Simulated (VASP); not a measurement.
# CuAs3 in VASP: a series of runs

The runs below take CuAs3 through single point, with PBE.

Program: VASP 6.6.1. These are calculated values, not measurements. Logs are shortened: lines on timing, memory, paths and dates and some standing lists are left out, and cuts for length are marked.

### 1 The cell of the first run

The structure is cubic, space group Fm-3m (No. 225). Conventional cell: a = 7.663 Å, b = 7.663 Å, c = 7.663 Å, α = 90.00°, β = 90.00°, γ = 90.00°. Within 4.4 Å of Cu (site symmetry m-3m) lie 14 As at 3.32 to 3.83 Å. As (site symmetry -43m) has 4 Cu at 3.32 Å and 10 As at 3.32 to 3.83 Å within 4.4 Å. As (site symmetry m-3m) has 8 As at 3.32 Å and 6 Cu at 3.83 Å within 4.4 Å.

### 2 Single point, PBE (28.13 Å³/atom)

Contents of INCAR:

```
PREC = Accurate
ENCUT = 520
EDIFF = 1E-6
ISMEAR = -1
SIGMA = 0.05
LREAL = F
LASPH = T
NELM = 60
ALGO = Normal
ISIF = 2
LWAVE = F
LCHARG = F
GGA = PE
NBANDS = 21
```

Contents of KPOINTS:

```
regular mesh
0
Gamma
  6 6 6
```

Contents of POSCAR:

```
CuAs3
1.0
    0.0000000000      3.8316845500      3.8316845500
    3.8316845500      0.0000000000      3.8316845500
    3.8316845500      3.8316845500      0.0000000000
Cu As
1 3
Direct
    0.0000000000      0.0000000000      0.0000000000
    0.2500000000      0.2500000000      0.2500000000
    0.7500000000      0.7500000000      0.7500000000
    0.5000000000      0.5000000000      0.5000000000
```

Potentials or basis: VASP PAW PBE potentials, release 64 (Cu, As).

On the command line:

```console
$ cat potpaw_PBE.64/Cu/POTCAR potpaw_PBE.64/As/POTCAR > POTCAR
$ mpirun -np 1 vasp_std > vasp.out
```

OUTCAR:

```text
PREC = Accurate
   ENCUT = 520
   EDIFF = 1E-6
   ISMEAR = -1
   LREAL = F
   LASPH = T
   NELM = 60
   ISIF = 2
   GGA = PE

 ion  position               nearest neighbor table
   1  0.000  0.000  0.000-
   2  0.250  0.250  0.250-
   3  0.750  0.750  0.750-
   4  0.500  0.500  0.500-

  LATTYP: Found a face centered cubic cell.
 ALAT       =     7.6633691000

  Lattice vectors:

 A1 = (   0.0000000000,   3.8316845500,   3.8316845500)
 A2 = (   3.8316845500,   0.0000000000,   3.8316845500)
 A3 = (   3.8316845500,   3.8316845500,   0.0000000000)

Analysis of symmetry for initial positions (statically):
=====================================================================
 Subroutine PRICEL returns:
 Original cell was already a primitive cell.

 Routine SETGRP: Setting up the symmetry group for a
 face centered cubic supercell.

 Subroutine GETGRP returns: Found 48 space group operations
 (whereof 48 operations were pure point group operations)
 out of a pool of 48 trial point group operations.

The static configuration has the point symmetry O_h .

Analysis of symmetry for dynamics (positions and initial velocities):
=====================================================================
 Subroutine PRICEL returns:
 Original cell was already a primitive cell.

 Routine SETGRP: Setting up the symmetry group for a
 face centered cubic supercell.

 Subroutine GETGRP returns: Found 48 space group operations
 (whereof 48 operations were pure point group operations)
 out of a pool of 48 trial point group operations.

The dynamic configuration has the point symmetry O_h .

 Subroutine INISYM returns: Found 48 space group operations
 (whereof 48 operations are pure point group operations),
 and found     1 'primitive' translations

----------------------------------------------------------------------------------------

                                     Primitive cell

  volume of cell :     112.5121

  direct lattice vectors                    reciprocal lattice vectors
     0.000000000  3.831684550  3.831684550    -0.130490909  0.130490909  0.130490909
     3.831684550  0.000000000  3.831684550     0.130490909 -0.130490909  0.130490909
     3.831684550  3.831684550  0.000000000     0.130490909  0.130490909 -0.130490909

  length of vectors
[... 72 lines left out ...]
   LNONCOLLINEAR =      F non collinear calculations
   LSORBIT =      F    spin-orbit coupling
   LASPH  =      T    aspherical Exc in radial PAW
   ENCUT  =  520.0 eV  38.22 Ry    6.18 a.u.  10.08 10.08 10.08*2*pi/ulx,y,z
   NELM   =     60;   NELMIN=  2; NELMDL= -5     # of ELM steps
   EDIFF  = 0.1E-05   stopping-criterion for ELM
   LREAL  =      F    real-space projection
   EDIFFG = 0.1E-04   stopping-criterion for IOM
   NSW    =      0    number of steps for IOM
   IBRION =     -1    ionic relax: 0-MD 1-quasi-New 2-CG
   NFREE  =      0    steps in history (QN), initial steepest desc. (CG)
   ISIF   =      2    stress and relaxation
   ISYM   =      2    0-nonsym 1-usesym 2-fastsym
   POTIM  = 0.5000    time-step for ionic-motion
   TEBEG  =    0.0;   TEEND  =   0.0 temperature during run
   PSTRESS=    0.0 pullay stress
   NELECT =      26.0000    total number of electrons
   NUPDOWN=      -1.0000    fix difference up-down
   EMIN   =  10.00;   EMAX   =-10.00  energy-range for DOS
   EFERMI =   0.00;   METHOD = LEGACY
   ISMEAR =    -1;   SIGMA  =   0.05  broadening in eV -4-tet -1-fermi 0-gaus
   EFERMI_NEDOS =   21; number of points for ismear=-14 and -15
   IALGO  =     38    algorithm
   IMIX   =      4    mixing-type and parameters
     AMIX     =   0.40;   BMIX     =  1.00
     AMIX_MAG =   1.60;   BMIX_MAG =  1.00
  volume/ion in A,a.u.               =      28.13       189.82
  Fermi-wavevector in a.u.,A,eV,Ry     =   1.004615  1.898447 13.731690  1.009251
  Thomas-Fermi vector in A             =   2.137242
   LORBIT       =      0    0 simple, 1 ext, 2 COOP (PROOUT), +10 PAW based schemes
   GGA     = PE    functional components
   LHFCALC =     F    Hartree Fock is set to
   AEXX    =    0.0000 exact exchange contribution
   IVDW    =     0    specifies the selected vdW correction
   LEPSILON=     F    determine dielectric tensor
   LRPA    =     F    only Hartree local field effects (RPA)
 non-spin polarized calculation
  energy-cutoff  :      520.00
  volume of cell :      112.51
 maximum number of plane-waves:      3071
   NGX = 21   NGY = 21   NGZ = 21

 number of electron      25.9999993 magnetization

 Free energy of the ion-electron system (eV)
  ---------------------------------------------------
  ext. energy  EPLUGINS =         0.00000000
  ---------------------------------------------------
  free energy    TOTEN  =       -13.29857656 eV

  energy without entropy =      -13.28154306  energy(sigma->0) =      -13.29005981

 E-fermi :   2.1588     XC(G=0):  -8.9633

 val. band max:        2.1436900621   @ k =  -0.3333   0.1667   0.0000
 cond. band min:       2.3043950343   @ k =   0.5000   0.3333   0.1667
 fundamental gap:      0.1607049722
 Fermi energy:         2.1588128314

 k-point     1 :       0.0000    0.0000    0.0000
  band No.  band energies     occupation
      1      -9.5083      2.00000
      2      -7.0141      2.00000
      3      -6.4274      2.00000
      4      -0.1209      2.00000
      5      -0.1209      2.00000
      6      -0.1209      2.00000
[... 373 lines left out ...]
     20       8.2855      0.00000
     21       8.3256      0.00000

------------------------ aborting loop because EDIFF is reached ----------------------------------------

  FORCE on cell =-STRESS in cart. coord.  units (eV):
  Direction    XX          YY          ZZ          XY          YZ          ZX
  --------------------------------------------------------------------------------------
  -------------------------------------------------------------------------------------
  Total       -9.6355651     -9.6355651     -9.6355651      0.0000000     -0.0000000      0.0000000
  in kB     -137.2108744   -137.2108744   -137.2108744      0.0000000     -0.0000000      0.0000000
  external PRESSURE =    -137.2108744 kB  Pullay stress =       0.0000000 kB

 VOLUME and BASIS-vectors are now :
 -----------------------------------------------------------------------------
  energy-cutoff  :      520.00
  volume of cell :      112.51
      direct lattice vectors                 reciprocal lattice vectors
     0.000000000  3.831684550  3.831684550    -0.130490909  0.130490909  0.130490909
     3.831684550  0.000000000  3.831684550     0.130490909 -0.130490909  0.130490909
     3.831684550  3.831684550  0.000000000     0.130490909  0.130490909 -0.130490909

 POSITION                                       TOTAL-FORCE (eV/Angst)
 -----------------------------------------------------------------------------------
      0.00000      0.00000      0.00000        -0.000000     -0.000000     -0.000000
      1.91584      1.91584      1.91584        -0.000000     -0.000000      0.000000
      5.74753      5.74753      5.74753         0.000000      0.000000      0.000000
      3.83168      3.83168      3.83168        -0.000000     -0.000000     -0.000000
 -----------------------------------------------------------------------------------
    total drift:                               -0.000000      0.000000      0.000000

  FREE ENERGIE OF THE ION-ELECTRON SYSTEM (eV)
  ---------------------------------------------------
  free  energy   TOTEN  =       -13.2985765598 eV

  energy  without entropy=      -13.2815430626  energy(sigma->0) =      -13.29005981
```

It took 59 s on 1 thread of Intel Xeon 8259CL, shared host; peak memory 0.25 GiB.

What came out:

* Free energy: -13.2986 eV
* Pressure: -13.7 GPa
* Band gap on the k mesh: zero (bands 13 and 14 overlap by 1.65 eV)

Caveat: the cell stands under tension.

### 3 Single point, PBE (28.69 Å³/atom)

This run uses another cell than the first one, of 28.69 Å³/atom.

Contents of INCAR:

```
ALGO = Normal
EDIFF = 1E-6
ENCUT = 520
GGA = PE
ISIF = 2
ISMEAR = -1
LASPH = T
LCHARG = F
LREAL = F
LWAVE = F
NBANDS = 21
NELM = 100
PREC = Accurate
SIGMA = 0.05
```

Contents of KPOINTS:

```
k-points
0
Gamma
  6 6 6
```

Contents of POSCAR:

```
CuAs3
1.0
    0.0000000000      3.8570606839      3.8570606839
    3.8570606839      0.0000000000      3.8570606839
    3.8570606839      3.8570606839      0.0000000000
Cu As
1 3
Direct
    0.0000000000      0.0000000000      0.0000000000
    0.2500000000      0.2500000000      0.2500000000
    0.7500000000      0.7500000000      0.7500000000
    0.5000000000      0.5000000000      0.5000000000
```

Potentials or basis: VASP PAW PBE potentials, release 64 (Cu, As).

On the command line:

```console
$ cat potpaw_PBE.64/Cu/POTCAR potpaw_PBE.64/As/POTCAR > POTCAR
$ mpirun -np 1 vasp_std > vasp.out
```

Wall time 69 s (1 thread of Intel Xeon 8259CL, shared host); peak memory 0.26 GiB.

It converged, with:

| Quantity | Value |
| --- | --- |
| Free energy | -13.1065 eV |
| Pressure | -13.7 GPa |
| Band gap on the k mesh | zero (bands 13 and 14 overlap by 1.61 eV) |

Levels at points of the mesh, in eV from the Fermi level:
| k point | band 12 | band 13 | band 14 | band 15 | band 16 | band 17 |
| --- | --- | --- | --- | --- | --- | --- |
| (0.00, 0.00, 0.00) | -0.68 | -0.68 | -0.68 | 0.60 | 0.79 | 0.79 |
| (0.50, 0.00, 0.00) | -1.12 | -1.12 | -0.29 | 1.06 | 1.80 | 1.80 |
| (0.50, 0.50, 0.00) | -0.27 | 0.91 | 0.91 | 1.24 | 1.74 | 1.74 |

Caveat: the cell stands under tension.

[end of part 1 of 2]
